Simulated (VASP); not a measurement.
A run of VASP 6.6.1:

File INCAR:

```
PREC = Accurate ; ENCUT = 520
EDIFF = 1E-7 ; ISMEAR = 0
SIGMA = 0.3 ; LREAL = False
LASPH = True ; NELM = 120
ALGO = Normal ; ISIF = 2
LWAVE = False ; LCHARG = False
GGA = PS ; IBRION = 2
NSW = 60 ; EDIFFG = -0.03
GGA_COMPAT = False ; NELMIN = 4
KPAR = 4
```

The input KPOINTS:

```
regular mesh
0
Gamma
  2 2 4
```

POSCAR

```
K4Te4O11
1.0
    8.2287800000      0.0000000000      0.0000000000
    0.0000000000      8.2287800000      0.0000000000
    0.0000000000      0.0000000000      4.1143900000
K Te O
4 4 11
Direct
    0.0000000000      0.0000000000      0.0000000000
    0.0000000000      0.5000000000      0.0000000000
    0.5000000000      0.0000000000      0.0000000000
    0.5000000000      0.5000000000      0.0000000000
    0.2500000000      0.2500000000      0.5000000000
    0.2500000000      0.7500000000      0.5000000000
    0.7500000000      0.2500000000      0.5000000000
    0.7500000000      0.7500000000      0.5000000000
    0.2500000000      0.2500000000      0.0000000000
    0.0000000000      0.2500000000      0.5000000000
    0.2500000000      0.7500000000      0.0000000000
    0.2500000000      0.5000000000      0.5000000000
    0.0000000000      0.7500000000      0.5000000000
    0.7500000000      0.2500000000      0.0000000000
    0.7500000000      0.0000000000      0.5000000000
    0.5000000000      0.2500000000      0.5000000000
    0.7500000000      0.7500000000      0.0000000000
    0.7500000000      0.5000000000      0.5000000000
    0.5000000000      0.7500000000      0.5000000000
```

Potentials or basis: VASP PAW PBE potentials, release 64 (K_sv, Te, O).

The run is started by

```sh
$ cat potpaw_PBE.64/K_sv/POTCAR potpaw_PBE.64/Te/POTCAR potpaw_PBE.64/O/POTCAR > POTCAR
$ mpirun -np 4 vasp_std > vasp.out
```

Hardware: 4 MPI ranks on Intel(R) Xeon(R) Platinum 8488C (Sapphire Rapids), with other jobs on the host.

Estimate the wall time of this run.

It took 10 min on 4 MPI ranks on Intel(R) Xeon(R) Platinum 8488C (Sapphire Rapids), with other jobs on the host, peak memory 0.5 GiB a rank. Counts: scf iterations 130, k points 12, ion steps 15.
